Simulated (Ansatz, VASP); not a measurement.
## Al2Cu: VASP beside Ansatz

```
CELL_PARAMETERS angstrom
-2.90660 2.90660 2.34140
2.90660 -2.90660 2.34140
2.90660 2.90660 -2.34140
ATOMIC_POSITIONS crystal
Al 0.15932 0.65932 0.81864
Al 0.65932 0.84068 0.50000
Al 0.84068 0.34068 0.18136
Al 0.34068 0.15932 0.50000
Cu 0.75000 0.75000 0.00000
Cu 0.25000 0.25000 0.00000
```

Alike in both runs: task single point; functional PBEsol; k mesh 10 × 10 × 10; occupations gaussian, width 0.15 eV; no spin polarisation.

|  | VASP | Ansatz |
| --- | --- | --- |
| version | VASP 6.6.1 | Ansatz 0.2.0 |
| potentials or method | VASP PAW PBE potentials, release 64 (Al, Cu), cutoff 520 eV | scalar-relativistic, plane waves, PAW |
| valence electrons in the cell | 34 | 50 |

VASP gave:

```
gap on the k mesh at the Fermi level (eV)                     : none
pressure (GPa)                                                : 12.5
traceless stress, the component that is largest in VASP (GPa) : 0.08
rms of the force components (eV/Å)                            : 0.041
```

Which values does Ansatz return?

gap on the k mesh at the Fermi level (eV): none; pressure (GPa): 12.3; traceless stress, the component that is largest in VASP (GPa): 0.05; rms of the force components (eV/Å): 0.040.

VASP's potentials were made for PBE, not for PBEsol, and Ansatz warns of the same on its side. Atom by atom the forces differ by 0.001 eV/Å (rms over components). A gap of «none» marks a metal or a gap that the smearing closes. With one functional, cell and mesh, what is left measures potentials, basis and numerics. VASP's potentials hold 34 valence electrons a cell and Ansatz's 50, so a difference there can come from the potentials and not from the codes.
